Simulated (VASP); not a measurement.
Set up this calculation in VASP 6.6.1, as the native input.

```yaml
Task: single point
Functional: PBE
Potentials_or_basis: VASP PAW PBE potentials, release 64 (K_sv, Tm_3, H), 4f in core
Cutoff: 500 eV
k_mesh: 4 × 4 × 4
Occupations: gaussian, width 0.1 eV
Spin: no spin polarisation
Dipole_correction: no
Mended: yes
Further_INCAR_settings: ALGO = Normal; EDIFF = 1e-06; NBANDS = 20
```

The structure of KTmH4 lies in POSCAR:

```
KTmH4
1.0
    0.0000000000      4.3174218000      4.3174218000
    4.3174218000      0.0000000000      4.3174218000
    4.3174218000      4.3174218000      0.0000000000
K Tm H
1 1 4
Direct
    0.2500000000      0.2500000000      0.2500000000
    0.7500000000      0.7500000000      0.7500000000
    0.6168104332      0.6168104332      0.6168104332
    0.6168104332      0.6168104332      0.1495687005
    0.6168104332      0.1495687005      0.6168104332
    0.1495687005      0.6168104332      0.6168104332
```

The cell was built from a structure type or drawn by symmetry, and may not be a known phase.

The input as run:

INCAR

```
SYSTEM = KTmH4
PREC = Accurate
ENCUT = 500
EDIFF = 1E-6
ISMEAR = 0
SIGMA = 0.1
LREAL = .FALSE.
LASPH = .TRUE.
NELM = 200
ALGO = Normal
ISIF = 2
LWAVE = .FALSE.
LCHARG = .FALSE.
GGA = PE
NBANDS = 20
GGA_COMPAT = .FALSE.
LMAXMIX = 6
```

KPOINTS

```
regular mesh
0
G
  4 4 4
  0 0 0
```

Potentials or basis: VASP PAW PBE potentials, release 64 (K_sv, Tm_3, H), 4f in core.

Launch:

```console
$ cat potpaw_PBE.64/K_sv/POTCAR potpaw_PBE.64/Tm_3/POTCAR potpaw_PBE.64/H/POTCAR > POTCAR
$ mpirun -np 1 vasp_std > vasp.out
```

Results of the run:

```json
{"Pressure": "0.2 GPa", "Largest force": "0.070 eV/Å", "Band gap on the k mesh": "2.81 eV (least direct gap 2.83 eV)"}
```

Caveat: spin-orbit coupling is left out, which moves the levels of the heavy elements; the 4f electrons are frozen in the core, so they carry no moment and show no levels.

It took 29 s on 1 thread of AMD EPYC 9R45 96-Core Processor (Zen 5) (shared host), peak memory 0.29 GiB.
